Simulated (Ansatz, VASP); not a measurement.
GaAs: VASP beside Ansatz

```
Ga As
1.0
     0.00000   -3.25655    0.00000
    -6.51309    0.00000    0.00000
     0.00000    0.00000   -7.02563
Ga As
4 4
Direct
  0.50000 0.75000 0.75000
  0.50000 0.75000 0.25000
  0.50000 0.25000 0.75000
  0.50000 0.25000 0.25000
  0.00000 0.00000 0.00000
  0.00000 0.00000 0.50000
  0.00000 0.50000 0.00000
  0.00000 0.50000 0.50000
```

Alike in both runs: task single point; functional r2SCAN; k mesh 8 × 4 × 4; occupations gaussian, width 0.1 eV; no spin polarisation.

|  | VASP | Ansatz |
| --- | --- | --- |
| version | VASP 6.6.1 | Ansatz 0.2.0 |
| potentials or method | VASP PAW PBE potentials, release 64 (Ga_d, As), cutoff 520 eV | scalar-relativistic, plane waves, PAW |
| valence electrons in the cell | 72 | 112 |

Ansatz gave:

```
gap on the k mesh at the Fermi level (eV)                     : none
pressure (GPa)                                                : 0.0
traceless stress, the component that is largest in VASP (GPa) : 0.99
```

Which values does VASP return?

gap on the k mesh at the Fermi level (eV): none; pressure (GPa): 0.0; traceless stress, the component that is largest in VASP (GPa): 1.05.

VASP's potentials were made for PBE, not for r2SCAN. A gap of «none» marks a metal or a gap that the smearing closes. VASP's potentials hold 72 valence electrons a cell and Ansatz's 112, so a difference there can come from the potentials and not from the codes.
